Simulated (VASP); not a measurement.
Write the native input for VASP 6.6.1 that does the following.

* Task: single point
* Functional: PBE
* Potentials or basis: VASP PAW PBE potentials, release 64 (Ni, O)
* Cutoff: 520 eV
* k mesh: 10 × 10 × 10
* Occupations: gaussian, width 0.05 eV
* Spin: collinear spin, antiferromagnetic start
* Starting moments: [1.85, -1.85, 0.0, 0.0] μB
* Hubbard terms: Ni d U = 6.2 eV
* Dipole correction: no
* Further INCAR settings: ALGO = Normal; EDIFF = 1e-07; NBANDS = 28

The structure of NiO lies in POSCAR:

```
NiO
1.0
    0.0000000000      2.1261677435      2.1261677435
    2.1261677435      0.0000000000      2.1261677435
    4.2493520353      2.1231842919     -2.1231842919
Ni O
2 2
Direct
    0.0000000000      0.0000000000      0.0000000000
    0.5000000000      0.0000000000      0.5000000000
    0.7500000000      0.4999999999      0.2500000001
    1.2500000000      0.5000000001      0.7499999999
```

One way to write it, as run:

INCAR

```
ALGO     = Normal         # electronic algorithm
EDIFF    = 1E-7           # SCF threshold, eV
ENCUT    = 520            # plane-wave cutoff, eV
GGA      = PE             # functional
ISIF     = 2              # what is computed and relaxed
ISMEAR   = 0              # smearing method
ISPIN    = 2              # spin polarisation
LASPH    = True           # aspherical terms in the spheres
LCHARG   = False          # write CHGCAR
LDAU     = True           # DFT+U
LDAUJ    = 0 0          
LDAUL    = 2 -1           # shell
LDAUPRINT= 1            
LDAUTYPE = 2            
LDAUU    = 6.2 0          # U, eV
LMAXMIX  = 4              # l up to which the mixer works
LORBIT   = 11             # projections on sites
LREAL    = False          # projectors in reciprocal space
LWAVE    = False          # write WAVECAR
MAGMOM   = 1.85 -1.85 0 0 # initial moments
NBANDS   = 28             # bands
NELM     = 150            # most SCF steps
PREC     = Accurate       # precision mode
SIGMA    = 0.05           # smearing width, eV
```

KPOINTS

```
k-points
0
Gamma
  10 10 10
```

Potentials or basis: VASP PAW PBE potentials, release 64 (Ni, O).

The run is started by

```sh
$ cat potpaw_PBE.64/Ni/POTCAR potpaw_PBE.64/O/POTCAR > POTCAR
$ mpirun -np 1 vasp_std > vasp.out
```

It gave:

```
Pressure                                              : -8.0 GPa
Band gap on the k mesh                                : 3.04 eV
Net moment                                            : 0.00 μB per cell
Site moments                                          : Ni +1.76, -1.76; O +0.00 μB
Valence electrons inside the program's atomic spheres : Ni 8.91; O 5.00
```

It took 4 min on 1 thread of Intel(R) Xeon(R) Platinum 8259CL CPU @ 2.50GHz (Skylake/Cascade Lake), with other jobs on the host, peak memory 0.3 GiB.
